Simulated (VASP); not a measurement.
# Sr (Fd-3m) in VASP: notebook

Runs on Sr. Level: LDA. Tasks: single point.

Everything below comes from runs of VASP 6.6.1. Logs are shortened: lines on timing, memory, paths and dates and some standing lists are left out, and cuts for length are marked.

**1. The cell of the first run**

Symmetry: Fd-3m, No. 227, cubic system. Conventional cell: a = 9.085 Å, b = 9.085 Å, c = 9.085 Å, α = 90.00°, β = 90.00°, γ = 90.00°. Sr (site symmetry -43m) has 4 Sr at 3.93 Å within 5.2 Å.

This isn't the form of Sr at room conditions, which is fcc.

**2. Single point, LDA (93.72 Å³/atom)**

The input, INCAR:

```
SYSTEM = Sr
PREC = Accurate
ENCUT = 520
EDIFF = 1E-7
ISMEAR = -1
SIGMA = 0.1
LREAL = .FALSE.
LASPH = .TRUE.
NELM = 60
ALGO = Normal
ISIF = 2
LWAVE = .FALSE.
LCHARG = .FALSE.
GGA = CA
NBANDS = 17
```

The input, KPOINTS:

```
Automatic mesh
0
G
  7 7 7
  0 0 0
```

The input, POSCAR:

```
Sr
1.0
    0.0000000000      4.5423671288      4.5423671288
    4.5423671288      0.0000000000      4.5423671288
    4.5423671288      4.5423671288      0.0000000000
Sr
2
Direct
    0.1250000000      0.1250000000      0.1250000000
    0.8750000000      0.8750000000      0.8750000000
```

Potentials or basis: VASP PAW LDA potentials, release 64 (Sr_sv).

On the command line:

```
$ cat potpaw_LDA.64/Sr_sv/POTCAR > POTCAR
$ mpirun -np 1 vasp_std > vasp.out
```

OUTCAR:

```text
SYSTEM = Sr
   PREC = Accurate
   ENCUT = 520
   EDIFF = 1E-7
   ISMEAR = -1
   LREAL = .FALSE.
   LASPH = .TRUE.
   NELM = 60
   ISIF = 2
   GGA = CA

 ion  position               nearest neighbor table
   1  0.125  0.125  0.125-   2 3.93   2 3.93   2 3.93   2 3.93
   2  0.875  0.875  0.875-   1 3.93   1 3.93   1 3.93   1 3.93

  LATTYP: Found a face centered cubic cell.
 ALAT       =     9.0847342576

  Lattice vectors:

 A1 = (   0.0000000000,   4.5423671288,   4.5423671288)
 A2 = (   4.5423671288,   0.0000000000,   4.5423671288)
 A3 = (   4.5423671288,   4.5423671288,   0.0000000000)

Analysis of symmetry for initial positions (statically):
=====================================================================
 Subroutine PRICEL returns:
 Original cell was already a primitive cell.

 Routine SETGRP: Setting up the symmetry group for a
 face centered cubic supercell.

 Subroutine GETGRP returns: Found 48 space group operations
 (whereof 12 operations were pure point group operations)
 out of a pool of 48 trial point group operations.

The static configuration has the point symmetry D_3d.
 The point group associated with its full space group is O_h .

Analysis of symmetry for dynamics (positions and initial velocities):
=====================================================================
 Subroutine PRICEL returns:
 Original cell was already a primitive cell.

 Routine SETGRP: Setting up the symmetry group for a
 face centered cubic supercell.

 Subroutine GETGRP returns: Found 48 space group operations
 (whereof 12 operations were pure point group operations)
 out of a pool of 48 trial point group operations.

The dynamic configuration has the point symmetry D_3d.
 The point group associated with its full space group is O_h .

 Subroutine INISYM returns: Found 48 space group operations
 (whereof 12 operations are pure point group operations),
 and found     1 'primitive' translations

----------------------------------------------------------------------------------------

                                     Primitive cell

  volume of cell :     187.4462

  direct lattice vectors                    reciprocal lattice vectors
     0.000000000  4.542367129  4.542367129    -0.110074766  0.110074766  0.110074766
     4.542367129  0.000000000  4.542367129     0.110074766 -0.110074766  0.110074766
     4.542367129  4.542367129  0.000000000     0.110074766  0.110074766 -0.110074766

  length of vectors
     6.423877199  6.423877199  6.423877199     0.190655088  0.190655088  0.190655088

  position of ions in fractional coordinates (direct lattice)
     0.125000000  0.125000000  0.125000000
     0.875000000  0.875000000  0.875000000

  ion indices of the primitive-cell ions
   primitive index   ion index
                 1           1
                 2           2

----------------------------------------------------------------------------------------

 KPOINTS: Automatic mesh

Automatic generation of k-mesh.
 Grid dimensions read from file:
 generate k-points for:    7    7    7

 Generating k-lattice:

  Cartesian coordinates                     Fractional coordinates (reciprocal lattice)
    -0.015724967  0.015724967  0.015724967     0.142857143  0.000000000  0.000000000
     0.015724967 -0.015724967  0.015724967     0.000000000  0.142857143  0.000000000
     0.015724967  0.015724967 -0.015724967     0.000000000  0.000000000  0.142857143

  Length of vectors
     0.027236441  0.027236441  0.027236441

  Shift w.r.t. Gamma in fractional coordinates (k-lattice)
     0.000000000  0.000000000  0.000000000

 Subroutine IBZKPT returns following result:
 ===========================================

 Found     20 irreducible k-points:

 Following reciprocal coordinates:
            Coordinates               Weight
  0.000000  0.000000  0.000000      1.000000
  0.142857  0.000000  0.000000      8.000000
  0.285714  0.000000  0.000000      8.000000
  0.428571  0.000000  0.000000      8.000000
  0.142857  0.142857  0.000000      6.000000
  0.285714  0.142857  0.000000     24.000000
[... 12 lines left out ...]
 -0.428571  0.428571  0.142857     24.000000
 -0.285714  0.428571  0.142857     24.000000
   k-points           NKPTS =     20   k-points in BZ     NKDIM =     20   number of bands    NBANDS=     17
   number of dos      NEDOS =    301   number of ions     NIONS =      2
   total plane-waves  NPLWV = 110592
   dimension x,y,z NGX =    48 NGY =   48 NGZ =   48
   dimension x,y,z NGXF=    96 NGYF=   96 NGZF=   96
   ions per type =               2
   NGX,Y,Z   is equivalent  to a cutoff of  12.42, 12.42, 12.42 a.u.
   NGXF,Y,Z  is equivalent  to a cutoff of  24.84, 24.84, 24.84 a.u.
 SYSTEM =  Sr
   PREC   = accura    normal or accurate (medium, high low for compatibility)
   ISTART =      0    job   : 0-new  1-cont  2-samecut
   ICHARG =      2    charge: 1-file 2-atom 10-const
   ISPIN  =      1    spin polarized calculation?
   LNONCOLLINEAR =      F non collinear calculations
   LSORBIT =      F    spin-orbit coupling
   LASPH  =      T    aspherical Exc in radial PAW
   ENCUT  =  520.0 eV  38.22 Ry    6.18 a.u.  11.94 11.94 11.94*2*pi/ulx,y,z
   NELM   =     60;   NELMIN=  2; NELMDL= -5     # of ELM steps
   EDIFF  = 0.1E-06   stopping-criterion for ELM
   LREAL  =      F    real-space projection
   EDIFFG = 0.1E-05   stopping-criterion for IOM
   NSW    =      0    number of steps for IOM
   IBRION =     -1    ionic relax: 0-MD 1-quasi-New 2-CG
   NFREE  =      0    steps in history (QN), initial steepest desc. (CG)
   ISIF   =      2    stress and relaxation
   ISYM   =      2    0-nonsym 1-usesym 2-fastsym
   POTIM  = 0.5000    time-step for ionic-motion
   TEBEG  =    0.0;   TEEND  =   0.0 temperature during run
   PSTRESS=    0.0 pullay stress
   NELECT =      20.0000    total number of electrons
   NUPDOWN=      -1.0000    fix difference up-down
   EMIN   =  10.00;   EMAX   =-10.00  energy-range for DOS
   EFERMI =   0.00;   METHOD = LEGACY
   ISMEAR =    -1;   SIGMA  =   0.10  broadening in eV -4-tet -1-fermi 0-gaus
   EFERMI_NEDOS =   21; number of points for ismear=-14 and -15
   IALGO  =     38    algorithm
   IMIX   =      4    mixing-type and parameters
     AMIX     =   0.40;   BMIX     =  1.00
     AMIX_MAG =   1.60;   BMIX_MAG =  1.00
[... 23 lines left out ...]

  energy without entropy =       -1.58540950  energy(sigma->0) =       -1.64937630

 E-fermi :  -0.1677     XC(G=0):  -5.8677

 val. band max:       -0.1818360942   @ k =  -0.4286   0.4286   0.0000
 cond. band min:      -0.1517471541   @ k =  -0.4286   0.2857   0.0000
 fundamental gap:      0.0300889401
 Fermi energy:        -0.1677229068

 k-point     1 :       0.0000    0.0000    0.0000
  band No.  band energies     occupation
      1     -37.4342      2.00000
      2     -37.4065      2.00000
      3     -19.5439      2.00000
      4     -19.5439      2.00000
      5     -19.5439      2.00000
      6     -19.4243      2.00000
[... 9 lines left out ...]
     16       1.3413      0.00000
     17       1.3413      0.00000

 k-point     2 :       0.1429    0.0000    0.0000
  band No.  band energies     occupation
      1     -37.4332      2.00000
      2     -37.4075      2.00000
      3     -19.5463      2.00000
      4     -19.5463      2.00000
      5     -19.5429      2.00000
      6     -19.4257      2.00000
[... 9 lines left out ...]
     16       1.3524      0.00000
     17       1.3524      0.00000

 k-point     3 :       0.2857    0.0000    0.0000
  band No.  band energies     occupation
      1     -37.4306      2.00000
      2     -37.4102      2.00000
      3     -19.5512      2.00000
      4     -19.5512      2.00000
      5     -19.5404      2.00000
      6     -19.4290      2.00000
[... 9 lines left out ...]
     16       1.4645      0.00000
     17       1.4645      0.00000

 k-point     4 :       0.4286    0.0000    0.0000
  band No.  band energies     occupation
      1     -37.4278      2.00000
      2     -37.4130      2.00000
      3     -19.5549      2.00000
      4     -19.5549      2.00000
      5     -19.5384      2.00000
      6     -19.4317      2.00000
[... 9 lines left out ...]
     16       1.6832      0.00000
     17       1.6832      0.00000

 k-point     5 :       0.1429    0.1429    0.0000
  band No.  band energies     occupation
      1     -37.4328      2.00000
      2     -37.4079      2.00000
      3     -19.5489      2.00000
      4     -19.5489      2.00000
      5     -19.5382      2.00000
      6     -19.4305      2.00000
[... 9 lines left out ...]
     16       1.3339      0.00000
     17       1.3339      0.00000

 k-point     6 :       0.2857    0.1429    0.0000
  band No.  band energies     occupation
      1     -37.4307      2.00000
      2     -37.4101      2.00000
      3     -19.5542      2.00000
      4     -19.5539      2.00000
      5     -19.5326      2.00000
      6     -19.4366      2.00000
[... 9 lines left out ...]
     16       1.3825      0.00000
     17       1.4109      0.00000

 k-point     7 :       0.4286    0.1429    0.0000
  band No.  band energies     occupation
      1     -37.4277      2.00000
      2     -37.4131      2.00000
      3     -19.5598      2.00000
      4     -19.5574      2.00000
      5     -19.5278      2.00000
      6     -19.4420      2.00000
[... 9 lines left out ...]
     16       1.5724      0.00000
     17       1.6587      0.00000

 k-point     8 :      -0.4286    0.1429    0.0000
  band No.  band energies     occupation
      1     -37.4264      2.00000
      2     -37.4143      2.00000
      3     -19.5624      2.00000
      4     -19.5571      2.00000
      5     -19.5268      2.00000
      6     -19.4431      2.00000
[... 9 lines left out ...]
     16       1.6680      0.00000
     17       1.8078      0.00000
[... 123 lines left out ...]
      1     -37.4234      2.00000
      2     -37.4173      2.00000
      3     -19.5660      2.00000
      4     -19.5660      2.00000
      5     -19.4986      2.00000
      6     -19.4720      2.00000
[... 9 lines left out ...]
     16       1.3426      0.00000
     17       1.5533      0.00000

 k-point    16 :      -0.4286    0.4286    0.0000
  band No.  band energies     occupation
      1     -37.4211      2.00000
      2     -37.4197      2.00000
      3     -19.5681      2.00000
      4     -19.5659      2.00000
      5     -19.4903      2.00000
      6     -19.4802      2.00000
[... 9 lines left out ...]
     16       1.4732      0.00000
     17       1.7829      0.00000

 k-point    17 :       0.4286    0.2857    0.1429
  band No.  band energies     occupation
      1     -37.4281      2.00000
      2     -37.4126      2.00000
      3     -19.5618      2.00000
      4     -19.5570      2.00000
      5     -19.5231      2.00000
      6     -19.4466      2.00000
[... 9 lines left out ...]
     16       1.3879      0.00000
     17       1.6379      0.00000

 k-point    18 :      -0.4286    0.2857    0.1429
  band No.  band energies     occupation
      1     -37.4253      2.00000
      2     -37.4155      2.00000
      3     -19.5663      2.00000
      4     -19.5604      2.00000
      5     -19.5140      2.00000
      6     -19.4559      2.00000
[... 9 lines left out ...]
     16       1.5103      0.00000
     17       1.9321      0.00000

 k-point    19 :      -0.4286    0.4286    0.1429
  band No.  band energies     occupation
      1     -37.4231      2.00000
      2     -37.4176      2.00000
      3     -19.5671      2.00000
      4     -19.5653      2.00000
      5     -19.4988      2.00000
      6     -19.4714      2.00000
[... 9 lines left out ...]
     16       1.3163      0.00000
     17       1.9659      0.00000

 k-point    20 :      -0.2857    0.4286    0.1429
  band No.  band energies     occupation
      1     -37.4223      2.00000
      2     -37.4185      2.00000
      3     -19.5686      2.00000
      4     -19.5645      2.00000
      5     -19.4972      2.00000
      6     -19.4729      2.00000
[... 9 lines left out ...]
     16       1.3826      0.00000
     17       2.0760      0.00000

------------------------ aborting loop because EDIFF is reached ----------------------------------------

  FORCE on cell =-STRESS in cart. coord.  units (eV):
  Direction    XX          YY          ZZ          XY          YZ          ZX
  --------------------------------------------------------------------------------------
  -------------------------------------------------------------------------------------
  Total        0.1283882      0.1283882      0.1283882      0.0000000      0.0000000     -0.0000000
  in kB        1.0973846      1.0973846      1.0973846      0.0000000      0.0000000     -0.0000000
  external PRESSURE =       1.0973846 kB  Pullay stress =       0.0000000 kB

 VOLUME and BASIS-vectors are now :
 -----------------------------------------------------------------------------
  energy-cutoff  :      520.00
  volume of cell :      187.45
      direct lattice vectors                 reciprocal lattice vectors
     0.000000000  4.542367129  4.542367129    -0.110074766  0.110074766  0.110074766
     4.542367129  0.000000000  4.542367129     0.110074766 -0.110074766  0.110074766
     4.542367129  4.542367129  0.000000000     0.110074766  0.110074766 -0.110074766

 POSITION                                       TOTAL-FORCE (eV/Angst)
 -----------------------------------------------------------------------------------
      1.13559      1.13559      1.13559         0.000000     -0.000000      0.000000
      7.94914      7.94914      7.94914        -0.000000      0.000000     -0.000000
 -----------------------------------------------------------------------------------
    total drift:                                0.000000      0.000000      0.000000

  FREE ENERGIE OF THE ION-ELECTRON SYSTEM (eV)
  ---------------------------------------------------
  free  energy   TOTEN  =        -1.7133430971 eV

  energy  without entropy=       -1.5854094997  energy(sigma->0) =       -1.64937630
```

Run time: 42 s. Hardware: 1 thread of AMD EPYC 9R14 (Zen 4), shared host; peak memory 0.23 GiB.

What came out:

| Quantity | Value |
| --- | --- |
| Free energy | -1.7133 eV |
| Pressure | 0.1 GPa |
| Band gap on the k mesh | zero (bands 10 and 11 overlap by 0.80 eV) |

**3. Single point, LDA (97.63 Å³/atom)**

This run uses another cell than the first one, of 97.63 Å³/atom.

The input, INCAR:

```
SYSTEM = Sr
  PREC = Accurate
  ENCUT = 520
  EDIFF = 1E-6
  ISMEAR = -1
  SIGMA = 0.1
  LREAL = .FALSE.
  LASPH = .TRUE.
  NELM = 60
  ALGO = Normal
  ISIF = 2
  LWAVE = .FALSE.
  LCHARG = .FALSE.
  GGA = CA
  NBANDS = 17
```

KPOINTS is that of step 2.

The input, POSCAR:

```
Sr
1.0
    0.0000000000      4.6045990693      4.6045990693
    4.6045990693      0.0000000000      4.6045990693
    4.6045990693      4.6045990693      0.0000000000
Sr
2
Direct
    0.1250000000      0.1250000000      0.1250000000
    0.8750000000      0.8750000000      0.8750000000
```

Potentials or basis: VASP PAW LDA potentials, release 64 (Sr_sv).

On the command line:

```
$ cat potpaw_LDA.64/Sr_sv/POTCAR > POTCAR
$ mpirun -np 1 vasp_std > vasp.out
```

It took 36 s on 1 thread of AMD EPYC 9R14 (Zen 4), shared host; peak memory 0.24 GiB.

Results (log left out):

```yaml
Free_energy: -1.7159 eV
Pressure: 0.0 GPa
Band_gap_on_the_k_mesh: zero (bands 10 and 11 overlap by 0.76 eV)
```

Levels at points of the mesh, in eV from the Fermi level:
```csv
k point,band 6,band 7,band 8,band 9,band 10,band 11,band 12,band 13,band 14,band 15
"(0.00, 0.00, 0.00)",-19.31,-19.31,-19.31,-2.79,0.70,0.70,0.70,0.83,0.83,1.47
```

**4. Single point, LDA (101.53 Å³/atom)**

This run uses another cell than the first one, of 101.53 Å³/atom.

The input, INCAR:

```
ALGO     = Normal         # electronic algorithm
EDIFF    = 1E-6           # SCF threshold, eV
ENCUT    = 520            # plane-wave cutoff, eV
ISIF     = 2              # what is computed and relaxed
ISMEAR   = -1             # smearing method
LASPH    = T              # aspherical terms in the spheres
LCHARG   = F              # write CHGCAR
LREAL    = F              # projectors in reciprocal space
LWAVE    = F              # write WAVECAR
NBANDS   = 17             # bands
NELM     = 100            # most SCF steps
PREC     = Accurate       # precision mode
SIGMA    = 0.1            # smearing width, eV
```

The input, KPOINTS:

```
k-points
0
Gamma
  7 7 7
```

The input, POSCAR:

```
Sr
1.0
    0.0000000000      4.6651928478      4.6651928478
    4.6651928478      0.0000000000      4.6651928478
    4.6651928478      4.6651928478      0.0000000000
Sr
2
Direct
    0.1250000000      0.1250000000      0.1250000000
    0.8750000000      0.8750000000      0.8750000000
```

On the command line:

```
$ cat potpaw_LDA.64/Sr_sv/POTCAR > POTCAR
$ mpirun -np 1 vasp_std > vasp.out
```

Wall time 43 s (1 thread of AMD EPYC 9R14 (Zen 4), shared host); peak memory 0.25 GiB.

It converged, with:

```
Free energy            : -1.7128 eV
Pressure               : -0.1 GPa
Band gap on the k mesh : zero (bands 10 and 11 overlap by 0.72 eV)
```

Levels at points of the mesh, in eV from the Fermi level:
```tsv
k point	band 8	band 9	band 10	band 11	band 12	band 13
(0.00, 0.00, 0.00)	-19.35	-2.75	0.68	0.68	0.68	0.83
```

**5. Single point, LDA (105.44 Å³/atom)**

This run uses another cell than the first one, of 105.44 Å³/atom.

The input, INCAR:

```
SYSTEM = Sr
PREC = Accurate
ENCUT = 520
EDIFF = 1E-6
ISMEAR = -1
SIGMA = 0.1
LREAL = .False.
LASPH = .True.
NELM = 80
ALGO = Normal
ISIF = 2
LWAVE = .False.
LCHARG = .True.
GGA = CA
LELF = .True.
LVHAR = .True.
NBANDS = 17
```

The input, KPOINTS:

```
Automatic mesh
0
Gamma
  7 7 7
  0 0 0
```

The input, POSCAR:

```
Sr
1.0
    0.0000000000      4.7242521915      4.7242521915
    4.7242521915      0.0000000000      4.7242521915
    4.7242521915      4.7242521915      0.0000000000
Sr
2
Direct
    0.1250000000      0.1250000000      0.1250000000
    0.8750000000      0.8750000000      0.8750000000
```

On the command line:

```
$ cat potpaw_LDA.64/Sr_sv/POTCAR > POTCAR
$ mpirun -np 1 vasp_std > vasp.out
```

Wall time 47 s (1 thread of AMD EPYC 9R14 (Zen 4), shared host); peak memory 0.25 GiB.

The run converged. Its results:

```
Free energy            : -1.7048 eV
Pressure               : -0.2 GPa
Band gap on the k mesh : zero (bands 10 and 11 overlap by 0.69 eV)
```

Levels at points of the mesh, in eV from the Fermi level:
| k point | band 7 | band 8 | band 9 | band 10 | band 11 | band 12 | band 13 | band 14 |
| --- | --- | --- | --- | --- | --- | --- | --- | --- |
| (0.00, 0.00, 0.00) | -19.40 | -19.40 | -2.72 | 0.66 | 0.66 | 0.66 | 0.84 | 0.84 |

**6. Single point, LDA (109.34 Å³/atom)**

This run uses another cell than the first one, of 109.34 Å³/atom.

The input, INCAR:

```
PREC = Accurate
ENCUT = 520
EDIFF = 1E-6
ISMEAR = -1
SIGMA = 0.1
LREAL = F
LASPH = T
NELM = 60
ALGO = Normal
ISIF = 2
LWAVE = F
LCHARG = F
GGA = CA
NBANDS = 17
```

The input, KPOINTS:

```
Automatic mesh
0
Gamma
  7 7 7
```

The input, POSCAR:

```
Sr
1.0
    0.0000000000      4.7818707017      4.7818707017
    4.7818707017      0.0000000000      4.7818707017
    4.7818707017      4.7818707017      0.0000000000
Sr
2
Direct
    0.1250000000      0.1250000000      0.1250000000
    0.8750000000      0.8750000000      0.8750000000
```

Potentials or basis: VASP PAW LDA potentials, release 64 (Sr_sv).

On the command line:

```
$ cat potpaw_LDA.64/Sr_sv/POTCAR > POTCAR
$ mpirun -np 1 vasp_std > vasp.out
```

Run time: 44 s. Hardware: 1 thread of AMD EPYC 9R14 (Zen 4), shared host; peak memory 0.25 GiB.

It converged, with:

```yaml
Free_energy: -1.6923 eV
Pressure: -0.3 GPa
Band_gap_on_the_k_mesh: zero (bands 10 and 11 overlap by 0.66 eV)
```

Levels at points of the mesh, in eV from the Fermi level:
```csv
k point,band 7,band 8,band 9,band 10,band 11,band 12,band 13,band 14
"(0.00, 0.00, 0.00)",-19.44,-19.44,-2.68,0.64,0.64,0.64,0.84,0.84
```

**7. Overview**

```tsv
cell	gap on the mesh (eV)	pressure (GPa)
a = 6.424 Å, angles 60.0°, 2 atoms	none	0.1
a = 6.512 Å, angles 60.0°, 2 atoms	none	0.0
a = 6.598 Å, angles 60.0°, 2 atoms	none	-0.1
a = 6.681 Å, angles 60.0°, 2 atoms	none	-0.2
a = 6.763 Å, angles 60.0°, 2 atoms	none	-0.3
```

Alike in all rows: task single point; level LDA; potentials or basis VASP PAW LDA potentials, release 64 (Sr_sv); no spin polarisation; k mesh 7 × 7 × 7; cutoff (eV) 520; smearing fermi-dirac 0.1 eV.

Absolute energies hang on the potentials; compare differences alone.

The gap in the log of VASP goes by the Fermi energy; the results here count the filled bands.